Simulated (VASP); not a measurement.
Write the native input for VASP 6.6.1 that does the following.

```yaml
Task: relaxation of the atoms
Functional: PBE
Potentials_or_basis: VASP PAW PBE potentials, release 64 (Zn, H)
Cutoff: 520 eV
k_mesh: 6 × 6 × 6
Occupations: fermi-dirac, width 0.05 eV
Spin: no spin polarisation
Dipole_correction: no
Further_INCAR_settings: ALGO = Normal; EDIFF = 1e-06; IBRION = 2; EDIFFG = -0.01; NSW = 60
```

The structure of Zn3H lies in POSCAR:

```
Zn3H
1.0
    0.0000000000      2.9965800000      2.9965800000
    2.9965800000      0.0000000000      2.9965800000
    2.9965800000      2.9965800000      0.0000000000
Zn H
3 1
Direct
    0.5000000000      0.5000000000      0.5000000000
    0.2500000000      0.2500000000      0.2500000000
    0.7500000000      0.7500000000      0.7500000000
    0.0000000000      0.0000000000      0.0000000000
```

These files were run (other wordings do the same):

INCAR

```
ALGO = Normal ; EDIFF = 1E-6
EDIFFG = -0.01 ; ENCUT = 520
GGA = PE ; IBRION = 2
ISIF = 2 ; ISMEAR = -1
LASPH = True ; LCHARG = False
LREAL = False ; LWAVE = False
NELM = 80 ; NSW = 60
PREC = Accurate ; SIGMA = 0.05
```

KPOINTS

```
k-points
0
Gamma
  6 6 6
```

Potentials or basis: VASP PAW PBE potentials, release 64 (Zn, H).

Launch:

```sh
$ cat potpaw_PBE.64/Zn/POTCAR potpaw_PBE.64/H/POTCAR > POTCAR
$ mpirun -np 1 vasp_std > vasp.out
```

It gave:

The pressure after relaxing is 0.2 GPa.

Caveat: the relaxation stopped at its first step, so nothing moved.

Run time: 26 s on 1 thread of Oxide Virtual Turin-like Processor (shared host), peak memory 0.13 GiB.
